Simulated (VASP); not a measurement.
Input of a VASP 6.6.1 run:

Contents of INCAR:

```
PREC = Accurate
ENCUT = 520
EDIFF = 1E-6
ISMEAR = -1
SIGMA = 0.3
LREAL = Auto
LASPH = True
NELM = 80
ALGO = Normal
ISIF = 2
LWAVE = False
LCHARG = True
GGA = PE
LELF = True
LVHAR = True
NBANDS = 60
```

KPOINTS

```
regular mesh
0
Gamma
  2 2 2
```

POSCAR

```
Be
1.0
    7.0917640000      0.0000000000      0.0000000000
   -3.5458820000      6.1416480000      0.0000000000
    0.0000000000      0.0000000000      7.4085300000
Be
36
Direct
   -0.0426862963     -0.0520381500     -0.0203819111
    0.1171540910      0.1767766567      0.2397506658
    0.0226437754      0.0042822383      0.5101146921
    0.0958759206      0.1944592070      0.7279176841
   -0.0042602144      0.3500363420     -0.0400484307
    0.1237669513      0.5596706291      0.2295057184
    0.0027875021      0.3353660125      0.4968462030
    0.1130127100      0.5621618172      0.7387160476
   -0.0038809845      0.6934457983     -0.0248362361
    0.1186379005      0.9111560936      0.2400476208
   -0.0100479222      0.6363275785      0.4797172988
    0.1243401453      0.8717692710      0.7432783562
    0.3924066889      0.0490584937      0.0775187520
    0.4234008199      0.2569342952      0.2690277288
    0.3445510050      0.0283637226      0.5254618663
    0.4375593993      0.2296940495      0.7151081254
    0.2694341538      0.2602070324      0.0024836236
    0.3779795910      0.5408646018      0.2282909025
    0.2878515211      0.2617050017      0.5184429300
    0.4668222412      0.5823355555      0.7418070791
    0.3096674116      0.6654728503      0.0121346610
    0.3836195513      0.8110363863      0.2460407125
    0.3061929407      0.7425368566      0.5297677137
    0.4452527551      0.8739510959      0.7953399662
    0.6970846881     -0.0093460257      0.0025781093
    0.7574097853      0.1987577276      0.2422342894
    0.7598446550      0.0427084066      0.4731977869
    0.8275453403      0.2604024197      0.7609876723
    0.7188515168      0.3424325197     -0.0231354938
    0.8176225304      0.5444304200      0.2331366681
    0.6362015566      0.2986820476      0.5088458844
    0.7658320874      0.5059391225      0.7475437098
    0.6826472237      0.7271175424      0.0074508708
    0.7610882374      0.8563336746      0.2662471502
    0.6268308081      0.6573642775      0.5087513987
    0.7853733399      0.8699619386      0.7070498466
```

Potentials or basis: VASP PAW PBE potentials, release 64 (Be).

The run is started by

```bash
$ cat potpaw_PBE.64/Be/POTCAR > POTCAR
$ mpirun -np 1 vasp_std > vasp.out
```

(1) What does it give for the pressure?

(2) Estimate the largest force.

## Answers

(1) 1.2 GPa.

(2) 5.022 eV/Å.

Caveat: the k points lie up to 0.51 Å⁻¹ apart, too coarse for converged energies and pressures of a metal; so wide a smearing shifts energies and pressures; forces of over 1 eV/Å act on the atoms, so gaps and moduli don't describe the material at rest.
